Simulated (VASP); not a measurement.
# AlGa3N4 (P1) in VASP: single point with r2SCAN

Aim: the single point of AlGa3N4 with r2SCAN.

Everything below comes from runs of VASP 6.6.1. Logs are shortened: lines on timing, memory, paths and dates and some standing lists are left out, and cuts for length are marked.

## (1) The cell of the first run

The typed cell holds 8 atoms: a = 5.146 Å, b = 3.167 Å, c = 5.484 Å, α = 90.00°, β = 90.04°, γ = 90.00°.

## (2) Single point, r2SCAN

File POSCAR:

```
AlGa3N4
1.0
    5.1455897724      0.0000000000      0.0000000000
    0.0000000000      3.1670776200      0.0000000000
   -0.0037175149      0.0000000000      5.4836534091
Al Ga N
1 3 4
Direct
    0.0005010800      0.5000000000      0.6673044000
    0.4991393100      0.5000000000      0.3351465300
    0.4991348800      0.0000000000      0.8313261600
    0.9999082200      0.0000000000      0.1662408900
    0.1192384400      0.5000000000      0.3412971500
    0.1168290500      0.0000000000      0.8252645200
    0.6202470100      0.0000000000      0.1661509300
    0.6376086077      0.4877581289      0.6706020673
```

File INCAR.step1:

```
PREC     = Accurate       # precision mode
ENCUT    = 520            # plane-wave cutoff, eV
ISMEAR   = 0              # smearing method
SIGMA    = 0.05           # smearing width, eV
LREAL    = F              # projectors in reciprocal space
LASPH    = T              # aspherical terms in the spheres
NELM     = 60             # most SCF steps
NBANDS   = 41             # bands
GGA      = PE             # functional
ALGO     = Normal         # electronic algorithm
EDIFF    = 1E-4           # SCF threshold, eV
LWAVE    = T              # write WAVECAR
LCHARG   = F              # write CHGCAR
```

File INCAR.step2:

```
PREC     = Accurate       # precision mode
ENCUT    = 520            # plane-wave cutoff, eV
EDIFF    = 1E-7           # SCF threshold, eV
ISMEAR   = 0              # smearing method
SIGMA    = 0.05           # smearing width, eV
LREAL    = F              # projectors in reciprocal space
LASPH    = T              # aspherical terms in the spheres
NELM     = 60             # most SCF steps
ALGO     = Normal         # electronic algorithm
ISIF     = 2              # what is computed and relaxed
LWAVE    = F              # write WAVECAR
LCHARG   = F              # write CHGCAR
METAGGA  = R2SCAN         # meta-GGA
LMIXTAU  = T            
NBANDS   = 41             # bands
ISTART   = 1
```

File KPOINTS:

```
regular mesh
0
Gamma
  6 8 6
```

Potentials or basis: VASP PAW PBE potentials, release 64 (Al, Ga_d, N).

Launch:

```
$ cat potpaw_PBE.64/Al/POTCAR potpaw_PBE.64/Ga_d/POTCAR potpaw_PBE.64/N/POTCAR > POTCAR
$ cp INCAR.step1 INCAR
$ mpirun -np 1 vasp_std > vasp.out
$ cp INCAR.step2 INCAR
$ mpirun -np 1 vasp_std > vasp.out
```

OUTCAR:

```text
PREC = Accurate
   ENCUT = 520
   EDIFF = 1E-7
   ISMEAR = 0
   LREAL = F
   LASPH = T
   NELM = 60
   ISIF = 2
   METAGGA = R2SCAN
   ISTART = 1

 ion  position               nearest neighbor table
   1  0.001  0.500  0.667-   8 1.87   5 1.89   6 1.90   6 1.90
   2  0.499  0.500  0.335-   7 1.94   7 1.94   5 1.96   8 1.97
   3  0.499  0.000  0.831-   8 1.92   7 1.94   6 1.97   8 1.98
   4  1.000  0.000  0.166-   5 1.95   5 1.95   7 1.95   6 1.96
   5  0.119  0.500  0.341-   1 1.89   4 1.95   4 1.95   2 1.96
   6  0.117  0.000  0.825-   1 1.90   1 1.90   4 1.96   3 1.97
   7  0.620  0.000  0.166-   2 1.94   2 1.94   3 1.94   4 1.95
   8  0.638  0.488  0.671-   1 1.87   3 1.92   2 1.97   3 1.98

  LATTYP: Found a simple monoclinic cell.
 ALAT       =     5.1455897724
 B/A-ratio  =     0.6154936091
 C/A-ratio  =     1.0656999317
 COS(beta)  =    -0.0006779265

  Lattice vectors:

 A1 = (   5.1455897724,   0.0000000000,   0.0000000000)
 A2 = (   0.0000000000,   3.1670776200,   0.0000000000)
 A3 = (  -0.0037175149,   0.0000000000,   5.4836534091)

Analysis of symmetry for initial positions (statically):
=====================================================================
 Subroutine PRICEL returns:
 Original cell was already a primitive cell.

 Routine SETGRP: Setting up the symmetry group for a
 simple monoclinic supercell.

 Subroutine GETGRP returns: Found  1 space group operations
 (whereof  1 operations were pure point group operations)
 out of a pool of  4 trial point group operations.

The static configuration has the point symmetry C_1 .

Analysis of symmetry for dynamics (positions and initial velocities):
=====================================================================
 Subroutine PRICEL returns:
 Original cell was already a primitive cell.

 Routine SETGRP: Setting up the symmetry group for a
 simple monoclinic supercell.

 Subroutine GETGRP returns: Found  1 space group operations
 (whereof  1 operations were pure point group operations)
 out of a pool of  4 trial point group operations.

The dynamic configuration has the point symmetry C_1 .

 Subroutine INISYM returns: Found  1 space group operations
 (whereof  1 operations are pure point group operations),
 and found     1 'primitive' translations

----------------------------------------------------------------------------------------
[... 110 lines left out ...]
   NFREE  =      0    steps in history (QN), initial steepest desc. (CG)
   ISIF   =      2    stress and relaxation
   ISYM   =      2    0-nonsym 1-usesym 2-fastsym
   POTIM  = 0.5000    time-step for ionic-motion
   TEBEG  =    0.0;   TEEND  =   0.0 temperature during run
   PSTRESS=    0.0 pullay stress
   NELECT =      62.0000    total number of electrons
   NUPDOWN=      -1.0000    fix difference up-down
   EMIN   =  10.00;   EMAX   =-10.00  energy-range for DOS
   EFERMI =   0.00;   METHOD = LEGACY
   ISMEAR =     0;   SIGMA  =   0.05  broadening in eV -4-tet -1-fermi 0-gaus
   EFERMI_NEDOS =   21; number of points for ismear=-14 and -15
   IALGO  =     38    algorithm
   IMIX   =      4    mixing-type and parameters
     AMIX     =   0.40;   BMIX     =  1.00
     AMIX_MAG =   1.60;   BMIX_MAG =  1.00
  volume/ion in A,a.u.               =      11.17        75.38
  Fermi-wavevector in a.u.,A,eV,Ry     =   1.449275  2.738732 28.577646  2.100398
  Thomas-Fermi vector in A             =   2.567020
   LORBIT       =      0    0 simple, 1 ext, 2 COOP (PROOUT), +10 PAW based schemes
   METAGGA = R2SCAN    functional components
   LHFCALC =     F    Hartree Fock is set to
   AEXX    =    0.0000 exact exchange contribution
   IVDW    =     0    specifies the selected vdW correction
   LEPSILON=     F    determine dielectric tensor
   LRPA    =     F    only Hartree local field effects (RPA)
 non-spin polarized calculation
 Gauss-broadening in eV      SIGMA  =   0.05
  energy-cutoff  :      520.00
  volume of cell :       89.36
 maximum number of plane-waves:      2432
 NGX is ok and might be reduce to    40
   NGX = 19   NGY = 11   NGZ = 21

 number of electron      61.9999983 magnetization

 Free energy of the ion-electron system (eV)
  ---------------------------------------------------
  ext. energy  EPLUGINS =         0.00000000
  ---------------------------------------------------
  free energy    TOTEN  =       -84.90854199 eV

  energy without entropy =      -84.90854199  energy(sigma->0) =      -84.90854199

 E-fermi :   5.5302     XC(G=0): -12.3531

 val. band max:        5.2645403374   @ k =   0.0000   0.0000   0.0000
 cond. band min:       8.1083952723   @ k =   0.0000   0.0000   0.0000
 fundamental gap:      2.8438549349
 Fermi energy:         5.5301526667

 k-point     1 :       0.0000    0.0000    0.0000
  band No.  band energies     occupation
      1     -11.3335      2.00000
      2     -10.3402      2.00000
      3     -10.1289      2.00000
      4      -9.8154      2.00000
      5      -8.3985      2.00000
      6      -8.3941      2.00000
[... 1045 lines left out ...]
     40      15.7137      0.00000
     41      15.8033      0.00000

 [... further k-points ...]

------------------------ aborting loop because EDIFF is reached ----------------------------------------

  FORCE on cell =-STRESS in cart. coord.  units (eV):
  Direction    XX          YY          ZZ          XY          YZ          ZX
  --------------------------------------------------------------------------------------
  -------------------------------------------------------------------------------------
  Total        0.3464224      0.0115194     -0.2747437      0.2400618     -0.3591367     -0.1388650
  in kB        6.2108742      0.2065273     -4.9257737      4.3039759     -6.4388235     -2.4896561
  external PRESSURE =       0.4972093 kB  Pullay stress =       0.0000000 kB

 VOLUME and BASIS-vectors are now :
 -----------------------------------------------------------------------------
  energy-cutoff  :      520.00
  volume of cell :       89.36
      direct lattice vectors                 reciprocal lattice vectors
     5.145589772  0.000000000  0.000000000     0.194341182  0.000000000  0.000131749
     0.000000000  3.167077620  0.000000000     0.000000000  0.315748498  0.000000000
    -0.003717515  0.000000000  5.483653409     0.000000000  0.000000000  0.182360176

 POSITION                                       TOTAL-FORCE (eV/Angst)
 -----------------------------------------------------------------------------------
      0.00010      1.58354      3.65927         0.215211     -0.050223      0.040700
      2.56712      1.58354      1.83783         0.106263     -0.032438      0.187492
      2.56525      0.00000      4.55870         0.031203     -0.428654      0.049190
      5.14450      0.00000      0.91161        -0.004412     -0.000731     -0.028573
      0.61228      1.58354      1.87156         0.059857      0.015958      0.007223
      0.59809      0.00000      4.52546         0.142784     -0.045000      0.008117
      3.19092      0.00000      0.91111        -0.010054     -0.050420      0.085145
      3.27838      1.54477      3.67735        -0.540852      0.591509     -0.349294
 -----------------------------------------------------------------------------------
    total drift:                               -0.038738     -0.002193      0.005844

  FREE ENERGIE OF THE ION-ELECTRON SYSTEM (eV)
  ---------------------------------------------------
  free  energy   TOTEN  =       -84.9085419938 eV

  energy  without entropy=      -84.9085419938  energy(sigma->0) =      -84.90854199
```

Wall time 62 min (1 thread of Oxide Virtual Turin-like, shared host); peak memory 0.48 GiB.

Results:

```yaml
Free_energy: -84.9085 eV
Pressure: 0.0 GPa
Largest_force: 0.874 eV/Å
Band_gap_on_the_k_mesh: 2.84 eV
```

Forces in eV/Å, atoms in the order of the input:
```
Al   0.215 -0.050  0.041
Ga   0.106 -0.032  0.187
Ga   0.031 -0.429  0.049
Ga  -0.004 -0.001 -0.029
N    0.060  0.016  0.007
N    0.143 -0.045  0.008
N   -0.010 -0.050  0.085
N   -0.541  0.592 -0.349
```

Caveat: the PAW data sets were made with another functional, which shifts forces and pressure a little.
